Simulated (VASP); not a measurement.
Set up this calculation in VASP 6.6.1, as the native input.

```yaml
Task: single point
Functional: r2SCAN
Potentials_or_basis: VASP PAW PBE potentials, release 64 (W_sv, Se)
Cutoff: 520 eV
k_mesh: 6 × 6 × 2
Occupations: gaussian, width 0.01 eV
Spin: no spin polarisation
Dipole_correction: no
Further_INCAR_settings: ALGO = Normal; EDIFF = 1e-06; NBANDS = 35
```

Crystal: WSe2.

```
CELL_PARAMETERS angstrom
3.26669 0.00000 0.00000
-1.63334 2.82904 0.00000
0.00000 0.00000 12.62169
ATOMIC_POSITIONS crystal
W 0.33333 0.66667 0.25000
W 0.66667 0.33333 0.75000
Se 0.33333 0.66667 0.61792
Se 0.66667 0.33333 0.11792
Se 0.33333 0.66667 0.88208
Se 0.66667 0.33333 0.38208
```

The input as run:

POSCAR

```
WSe2
1.0
    3.2666887380      0.0000000000      0.0000000000
   -1.6333443690      2.8290354334      0.0000000000
    0.0000000000      0.0000000000     12.6216892972
W Se
2 4
Direct
    0.3333333333      0.6666666667      0.2500000000
    0.6666666667      0.3333333333      0.7500000000
    0.3333333333      0.6666666667      0.6179186994
    0.6666666667      0.3333333333      0.1179186994
    0.3333333333      0.6666666667      0.8820813006
    0.6666666667      0.3333333333      0.3820813006
```

INCAR.step1

```
SYSTEM = WSe2
ALGO     = Normal         ! electronic algorithm
EDIFF    = 1E-4           ! SCF threshold, eV
ENCUT    = 520            ! plane-wave cutoff, eV
GGA      = PE             ! functional
ISMEAR   = 0              ! smearing method
LASPH    = .True.         ! aspherical terms in the spheres
LCHARG   = .False.        ! write CHGCAR
LREAL    = .False.        ! projectors in reciprocal space
LWAVE    = .True.         ! write WAVECAR
NBANDS   = 35             ! bands
NELM     = 80             ! most SCF steps
PREC     = Accurate       ! precision mode
SIGMA    = 0.01           ! smearing width, eV
```

INCAR.step2

```
SYSTEM = WSe2
ALGO     = Normal         ! electronic algorithm
EDIFF    = 1E-6           ! SCF threshold, eV
ENCUT    = 520            ! plane-wave cutoff, eV
ISIF     = 2              ! what is computed and relaxed
ISMEAR   = 0              ! smearing method
ISTART   = 1            
LASPH    = .True.         ! aspherical terms in the spheres
LCHARG   = .True.         ! write CHGCAR
LELF     = .True.         ! ELF
LMIXTAU  = .True.       
LREAL    = .False.        ! projectors in reciprocal space
LVHAR    = .True.       
LWAVE    = .False.        ! write WAVECAR
METAGGA  = R2SCAN         ! meta-GGA
NBANDS   = 35             ! bands
NELM     = 80             ! most SCF steps
PREC     = Accurate       ! precision mode
SIGMA    = 0.01           ! smearing width, eV
```

KPOINTS

```
k-points
0
Gamma
  6 6 2
  0 0 0
```

Potentials or basis: VASP PAW PBE potentials, release 64 (W_sv, Se).

Run with:

```bash
$ cat potpaw_PBE.64/W_sv/POTCAR potpaw_PBE.64/Se/POTCAR > POTCAR
$ cp INCAR.step1 INCAR
$ mpirun -np 1 vasp_std > vasp.out
$ cp INCAR.step2 INCAR
$ mpirun -np 1 vasp_std > vasp.out
```

It gave:

```yaml
Pressure: 5.4 GPa
Largest_force: 0.049 eV/Å
Band_gap_on_the_k_mesh: 0.96 eV (least direct gap 1.68 eV)
```

Caveat: the cell stands under pressure; the PAW data sets were made with another functional, which shifts forces and pressure a little; spin-orbit coupling is left out, which moves the levels of the heavy elements.

Run time: 2.6 min on 1 thread of AMD EPYC 9R45 96-Core Processor (Zen 5), with other jobs on the host, peak memory 0.22 GiB.
